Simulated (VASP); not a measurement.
# H (Cmcm) in VASP: notebook

H is run at these levels: LDA; tasks: single point.

Everything below comes from runs of VASP 6.6.1. Logs are shortened: lines on timing, memory, paths and dates and some standing lists are left out, and cuts for length are marked.

## 1. The cell of the first run

It takes space group Cmcm (No. 63, orthorhombic). The conventional cell has a = 3.297 Å, b = 5.463 Å, c = 5.998 Å, α = 90.00°, β = 90.00°, γ = 90.00°. H (site symmetry m) has 1 H at 0.74 Å within 1.0 Å.

## 2. Single point, LDA (strain +0.000 along x and y, -0.050 along z)

Input file INCAR:

```
SYSTEM = H
ALGO = Normal ; EDIFF = 1E-6
ENCUT = 520 ; ISIF = 2
ISMEAR = 0 ; LASPH = .TRUE.
LCHARG = .TRUE. ; LELF = .TRUE.
LREAL = .FALSE. ; LVHAR = .TRUE.
LWAVE = .FALSE. ; NBANDS = 10
NELM = 100 ; PREC = Accurate
SIGMA = 0.05
```

Input file KPOINTS:

```
k-points
0
G
  8 8 4
  0 0 0
```

Input file POSCAR:

```
H
1.0
    1.6485318600     -2.7316882300      0.0000000000
    1.6485318600      2.7316882300      0.0000000000
    0.0000000000      0.0000000000      5.9980801890
H
4
Direct
    0.5678085000      0.4321915000      0.9995149500
    0.4321915000      0.5678085000      0.0004850500
    0.4321915000      0.5678085000      0.4995149500
    0.5678085000      0.4321915000      0.5004850500
```

Potentials or basis: VASP PAW LDA potentials, release 64 (H).

Command:

```console
$ cat potpaw_LDA.64/H/POTCAR > POTCAR
$ mpirun -np 1 vasp_std > vasp.out
```

OUTCAR:

```text
SYSTEM = H
   EDIFF = 1E-6
   ENCUT = 520
   ISIF = 2
   ISMEAR = 0
   LASPH = .TRUE.
   LREAL = .FALSE.
   NELM = 100
   PREC = Accurate

 ion  position               nearest neighbor table
   1  0.568  0.432  1.000-   2 0.74
   2  0.432  0.568  0.000-   1 0.74
   3  0.432  0.568  0.500-   4 0.74
   4  0.568  0.432  0.500-   3 0.74

  LATTYP: Found a base centered orthorhombic cell.
 ALAT       =     3.2970637200
 B/A-ratio  =     1.6570430310
 C/A-ratio  =     1.8192187651

  Lattice vectors:

 A1 = (   1.6485318600,  -2.7316882300,   0.0000000000)
 A2 = (   1.6485318600,   2.7316882300,   0.0000000000)
 A3 = (   0.0000000000,   0.0000000000,   5.9980801890)

Analysis of symmetry for initial positions (statically):
=====================================================================
 Subroutine PRICEL returns:
 Original cell was already a primitive cell.

 Routine SETGRP: Setting up the symmetry group for a
 base centered orthorhombic supercell.

 Subroutine GETGRP returns: Found  8 space group operations
 (whereof  4 operations were pure point group operations)
 out of a pool of  8 trial point group operations.

The static configuration has the point symmetry C_2h.
 The point group associated with its full space group is D_2h.

Analysis of symmetry for dynamics (positions and initial velocities):
=====================================================================
 Subroutine PRICEL returns:
 Original cell was already a primitive cell.

 Routine SETGRP: Setting up the symmetry group for a
 base centered orthorhombic supercell.

 Subroutine GETGRP returns: Found  8 space group operations
 (whereof  4 operations were pure point group operations)
 out of a pool of  8 trial point group operations.

The dynamic configuration has the point symmetry C_2h.
 The point group associated with its full space group is D_2h.

 Subroutine INISYM returns: Found  8 space group operations
 (whereof  4 operations are pure point group operations),
 and found     1 'primitive' translations

----------------------------------------------------------------------------------------

                                     Primitive cell

  volume of cell :      54.0220

  direct lattice vectors                    reciprocal lattice vectors
     1.648531860 -2.731688230  0.000000000     0.303300174 -0.183036993  0.000000000
     1.648531860  2.731688230  0.000000000     0.303300174  0.183036993  0.000000000
[... 93 lines left out ...]
   IBRION =     -1    ionic relax: 0-MD 1-quasi-New 2-CG
   NFREE  =      0    steps in history (QN), initial steepest desc. (CG)
   ISIF   =      2    stress and relaxation
   ISYM   =      2    0-nonsym 1-usesym 2-fastsym
   POTIM  = 0.5000    time-step for ionic-motion
   TEBEG  =    0.0;   TEEND  =   0.0 temperature during run
   PSTRESS=    0.0 pullay stress
   NELECT =       4.0000    total number of electrons
   NUPDOWN=      -1.0000    fix difference up-down
   EMIN   =  10.00;   EMAX   =-10.00  energy-range for DOS
   EFERMI =   0.00;   METHOD = LEGACY
   ISMEAR =     0;   SIGMA  =   0.05  broadening in eV -4-tet -1-fermi 0-gaus
   EFERMI_NEDOS =   21; number of points for ismear=-14 and -15
   IALGO  =     38    algorithm
   IMIX   =      4    mixing-type and parameters
     AMIX     =   0.40;   BMIX     =  1.00
     AMIX_MAG =   1.60;   BMIX_MAG =  1.00
  volume/ion in A,a.u.               =      13.51        91.14
  Fermi-wavevector in a.u.,A,eV,Ry     =   0.687445  1.299083  6.429849  0.472581
  Thomas-Fermi vector in A             =   1.767962
   LORBIT       =      0    0 simple, 1 ext, 2 COOP (PROOUT), +10 PAW based schemes
   GGA     = CA    functional components
   LHFCALC =     F    Hartree Fock is set to
   AEXX    =    0.0000 exact exchange contribution
   IVDW    =     0    specifies the selected vdW correction
   LEPSILON=     F    determine dielectric tensor
   LRPA    =     F    only Hartree local field effects (RPA)
 non-spin polarized calculation
 Gauss-broadening in eV      SIGMA  =   0.05
  energy-cutoff  :      520.00
  volume of cell :       54.02
 maximum number of plane-waves:      1472
   NGX = 11   NGY = 11   NGZ = 23

 number of electron       4.0000001 magnetization

 Free energy of the ion-electron system (eV)
  ---------------------------------------------------
  ext. energy  EPLUGINS =         0.00000000
  ---------------------------------------------------
  free energy    TOTEN  =       -13.49370045 eV

  energy without entropy =      -13.49370045  energy(sigma->0) =      -13.49370045

 E-fermi :  -8.0381     XC(G=0):  -5.4571

 val. band max:       -8.3034039558   @ k =   0.3750   0.3750   0.0000
 cond. band min:      -0.7238475936   @ k =   0.5000   0.5000   0.0000
 fundamental gap:      7.5795563622
 Fermi energy:        -8.0381305884

 k-point     1 :       0.0000    0.0000    0.0000
  band No.  band energies     occupation
      1     -10.5265      2.00000
      2      -9.5513      2.00000
      3       0.4356      0.00000
      4       3.7886      0.00000
      5       8.0962      0.00000
      6       8.4125      0.00000
      7       9.2177      0.00000
      8      11.0128      0.00000
      9      12.4158      0.00000
     10      13.1215      0.00000
[... 287 lines left out ...]
 k-point    24 :       0.2500    0.0000    0.2500
  band No.  band energies     occupation
      1      -9.8587      2.00000
      2      -9.2486      2.00000
      3       1.8733      0.00000
      4       2.1121      0.00000
      5       4.8910      0.00000
      6       6.7098      0.00000
      7       8.7558      0.00000
      8       9.1900      0.00000
      9      10.5119      0.00000
     10      11.2298      0.00000

 [... further k-points ...]
[... 5 lines left out ...]
  --------------------------------------------------------------------------------------
  -------------------------------------------------------------------------------------
  Total       -0.2132734      1.1522005     -0.1211762      0.0000000      0.0000000      0.0000000
  in kB       -6.3252345     34.1718048     -3.5938263      0.0000000      0.0000000      0.0000000
  external PRESSURE =       8.0842480 kB  Pullay stress =       0.0000000 kB

 VOLUME and BASIS-vectors are now :
 -----------------------------------------------------------------------------
  energy-cutoff  :      520.00
  volume of cell :       54.02
      direct lattice vectors                 reciprocal lattice vectors
     1.648531860 -2.731688230  0.000000000     0.303300174 -0.183036993  0.000000000
     1.648531860  2.731688230  0.000000000     0.303300174  0.183036993  0.000000000
     0.000000000  0.000000000  5.998080189     0.000000000  0.000000000  0.166720012

 POSITION                                       TOTAL-FORCE (eV/Angst)
 -----------------------------------------------------------------------------------
      1.64853     -0.37046      5.99517         0.000000     -0.977564     -0.007888
      1.64853      0.37046      0.00291         0.000000      0.977564      0.007888
      1.64853      0.37046      2.99613         0.000000      0.977564     -0.007888
      1.64853     -0.37046      3.00195         0.000000     -0.977564      0.007888
 -----------------------------------------------------------------------------------
    total drift:                                0.000000      0.000000      0.000000

  FREE ENERGIE OF THE ION-ELECTRON SYSTEM (eV)
  ---------------------------------------------------
  free  energy   TOTEN  =       -13.4937004508 eV

  energy  without entropy=      -13.4937004508  energy(sigma->0) =      -13.49370045
```

Run time: 9.8 s. Hardware: 1 thread of Intel Xeon 6975P-C (Granite Rapids), shared host; peak memory 0.15 GiB.

What came out:

```yaml
Free_energy: -13.4937 eV
Pressure: 0.8 GPa
Largest_force: 0.978 eV/Å
Band_gap_on_the_k_mesh: 7.58 eV
```

Forces on the atoms (eV/Å):
```
H    0.000 -0.978 -0.008
H    0.000  0.978  0.008
H    0.000  0.978 -0.008
H    0.000 -0.978  0.008
```

Levels at points of the mesh, in eV from the valence-band top:
```csv
k point,band 1,band 2,band 3,band 4,band 5,band 6
"(0.00, 0.00, 0.00)",-2.22,-1.25,8.74,12.09,16.40,16.72
"(0.50, 0.00, 0.00)",-0.97,-0.27,8.45,11.15,12.58,14.41
"(0.50, 0.50, 0.00)",-0.67,-0.01,7.58,9.89,13.11,14.39
"(0.00, 0.00, 0.50)",-1.78,-1.78,10.47,10.47,16.76,16.76
"(0.50, 0.00, 0.50)",-0.64,-0.64,9.38,9.38,14.25,14.25
"(0.50, 0.50, 0.50)",-0.36,-0.36,8.44,8.44,14.44,14.44
```

Caveat: the cell differs from its parent crystal (strain +0.000 along x and y, -0.050 along z). A k mesh can miss the band edges.

## 3. Single point, LDA (strain -0.025 along x and y, +0.000 along z)

Input file INCAR:

```
SYSTEM = H
ALGO = Normal
EDIFF = 1E-7
ENCUT = 520
GGA = CA
ISIF = 2
ISMEAR = 0
LASPH = .True.
LCHARG = .False.
LREAL = .False.
LWAVE = .False.
NBANDS = 10
NELM = 60
PREC = Accurate
SIGMA = 0.05
```

Input file KPOINTS:

```
k-points
0
Gamma
  8 8 4
  0 0 0
```

Input file POSCAR:

```
H
1.0
    1.6073185635     -2.6633960242      0.0000000000
    1.6073185635      2.6633960242      0.0000000000
    0.0000000000      0.0000000000      6.3137686200
H
4
Direct
    0.5678085000      0.4321915000      0.9995149500
    0.4321915000      0.5678085000      0.0004850500
    0.4321915000      0.5678085000      0.4995149500
    0.5678085000      0.4321915000      0.5004850500
```

Potentials or basis: VASP PAW LDA potentials, release 64 (H).

Command:

```console
$ cat potpaw_LDA.64/H/POTCAR > POTCAR
$ mpirun -np 1 vasp_std > vasp.out
```

It took 12 s on 1 thread of Intel Xeon 6975P-C (Granite Rapids), shared host; peak memory 0.15 GiB.

Results (log left out):

```
Free energy            : -13.4490 eV
Pressure               : 1.8 GPa
Largest force          : 1.724 eV/Å
Band gap on the k mesh : 7.94 eV
```

Forces in eV/Å, atoms in the order of the input:
```
H    0.000 -1.724 -0.015
H    0.000  1.724  0.015
H    0.000  1.724 -0.015
H    0.000 -1.724  0.015
```

Stress tensor (GPa, compression positive):
```
-0.60  0.00  0.00
 0.00  6.55  0.00
 0.00  0.00 -0.46
```

Levels at points of the mesh, in eV from the valence-band top:
```
           k point  band 1  band 2  band 3  band 4  band 5  band 6
(0.00, 0.00, 0.00)   -2.18   -1.43    8.66   12.09   16.90   17.40
(0.50, 0.00, 0.00)   -0.81   -0.31    8.80   11.09   12.82   14.49
(0.50, 0.50, 0.00)   -0.49   -0.01    7.94    9.86   13.36   14.52
(0.00, 0.00, 0.50)   -1.83   -1.83   10.26   10.26   16.83   16.83
(0.50, 0.00, 0.50)   -0.57   -0.57    9.61    9.61   14.32   14.32
(0.50, 0.50, 0.50)   -0.26   -0.26    8.68    8.68   14.57   14.57
```

Caveat: the cell differs from its parent crystal (strain -0.025 along x and y, +0.000 along z); forces of over 1 eV/Å act on the atoms, so gaps and moduli don't describe the material at rest. A k mesh can miss the band edges.

## 4. Single point, LDA (strain +0.000 along x and y, -0.025 along z)

Input file INCAR:

```
SYSTEM = H
PREC     = Accurate       ! precision mode
ENCUT    = 520            ! plane-wave cutoff, eV
EDIFF    = 1E-7           ! SCF threshold, eV
ISMEAR   = 0              ! smearing method
SIGMA    = 0.05           ! smearing width, eV
LREAL    = .False.        ! projectors in reciprocal space
LASPH    = .True.         ! aspherical terms in the spheres
NELM     = 80             ! most SCF steps
ALGO     = Normal         ! electronic algorithm
ISIF     = 2              ! what is computed and relaxed
LWAVE    = .False.        ! write WAVECAR
LCHARG   = .False.        ! write CHGCAR
NBANDS   = 10             ! bands
```

Input file KPOINTS:

```
Automatic mesh
0
Gamma
  8 8 4
  0 0 0
```

Input file POSCAR:

```
H
1.0
    1.6485318600     -2.7316882300      0.0000000000
    1.6485318600      2.7316882300      0.0000000000
    0.0000000000      0.0000000000      6.1559244045
H
4
Direct
    0.5678085000      0.4321915000      0.9995149500
    0.4321915000      0.5678085000      0.0004850500
    0.4321915000      0.5678085000      0.4995149500
    0.5678085000      0.4321915000      0.5004850500
```

Command:

```console
$ cat potpaw_LDA.64/H/POTCAR > POTCAR
$ mpirun -np 1 vasp_std > vasp.out
```

Run time: 8.8 s. Hardware: 1 thread of Intel Xeon 6975P-C (Granite Rapids), shared host; peak memory 0.15 GiB.

It converged, with:

```
Free energy            : -13.4917 eV
Pressure               : 0.8 GPa
Largest force          : 0.979 eV/Å
Band gap on the k mesh : 7.69 eV
```

Forces on the atoms (eV/Å):
```
H    0.000 -0.979 -0.008
H    0.000  0.979  0.008
H    0.000  0.979 -0.008
H    0.000 -0.979  0.008
```

Stress tensor (GPa, compression positive):
```
-0.61  0.00  0.00
 0.00  3.34  0.00
 0.00  0.00 -0.41
```

Levels at points of the mesh, in eV from the valence-band top:
| k point | band 1 | band 2 | band 3 | band 4 | band 5 | band 6 | band 7 |
| --- | --- | --- | --- | --- | --- | --- | --- |
| (0.00, 0.00, 0.00) | -2.12 | -1.26 | 8.71 | 11.99 | 16.51 | 16.58 | 17.50 |
| (0.50, 0.00, 0.00) | -0.88 | -0.27 | 8.56 | 11.06 | 12.58 | 14.34 | 15.43 |
| (0.50, 0.50, 0.00) | -0.58 | -0.01 | 7.69 | 9.81 | 13.11 | 14.34 | 14.93 |
| (0.00, 0.00, 0.50) | -1.73 | -1.73 | 10.35 | 10.35 | 16.61 | 16.61 | 16.95 |
| (0.50, 0.00, 0.50) | -0.59 | -0.59 | 9.43 | 9.43 | 14.16 | 14.16 | 15.95 |
| (0.50, 0.50, 0.50) | -0.31 | -0.31 | 8.49 | 8.49 | 14.37 | 14.37 | 17.54 |

Caveat: the cell differs from its parent crystal (strain +0.000 along x and y, -0.025 along z).

## 5. Single point, LDA (strain -0.025 along x and y, +0.025 along z)

Input file INCAR:

```
PREC = Accurate ; ENCUT = 520
EDIFF = 1E-6 ; ISMEAR = 0
SIGMA = 0.05 ; LREAL = False
LASPH = True ; NELM = 60
ALGO = Normal ; ISIF = 2
LWAVE = False ; LCHARG = False
GGA = CA ; NBANDS = 10
```

Input file KPOINTS:

```
Automatic mesh
0
Gamma
  8 8 4
```

Input file POSCAR:

```
H
1.0
    1.6073185635     -2.6633960242      0.0000000000
    1.6073185635      2.6633960242      0.0000000000
    0.0000000000      0.0000000000      6.4716128355
H
4
Direct
    0.5678085000      0.4321915000      0.9995149500
    0.4321915000      0.5678085000      0.0004850500
    0.4321915000      0.5678085000      0.4995149500
    0.5678085000      0.4321915000      0.5004850500
```

Command:

```console
$ cat potpaw_LDA.64/H/POTCAR > POTCAR
$ mpirun -np 1 vasp_std > vasp.out
```

Wall time 8.8 s (1 thread of Intel Xeon 6975P-C (Granite Rapids), shared host); peak memory 0.15 GiB.

The run converged. Its results:

```
Free energy            : -13.4464 eV
Pressure               : 1.8 GPa
Largest force          : 1.724 eV/Å
Band gap on the k mesh : 8.04 eV
```

Forces on the atoms (eV/Å):
```
H    0.000 -1.724 -0.015
H    0.000  1.724  0.015
H    0.000  1.724 -0.015
H    0.000 -1.724  0.015
```

Stress tensor (GPa, compression positive):
```
-0.59  0.00  0.00
 0.00  6.40  0.00
 0.00  0.00 -0.46
```

Levels at points of the mesh, in eV from the valence-band top:
```csv
k point,band 1,band 2,band 3,band 4,band 5
"(0.00, 0.00, 0.00)",-2.10,-1.44,8.64,11.96,16.77
"(0.50, 0.00, 0.00)",-0.75,-0.31,8.89,11.00,12.82
"(0.50, 0.50, 0.00)",-0.43,-0.01,8.04,9.79,13.36
"(0.00, 0.00, 0.50)",-1.79,-1.79,10.15,10.15,16.67
"(0.50, 0.00, 0.50)",-0.54,-0.54,9.65,9.65,14.24
"(0.50, 0.50, 0.50)",-0.23,-0.23,8.72,8.72,14.51
```

Caveat: the cell differs from its parent crystal (strain -0.025 along x and y, +0.025 along z); forces of over 1 eV/Å act on the atoms, so gaps and moduli don't describe the material at rest. A k mesh can miss the band edges.

[end of part 1 of 2]
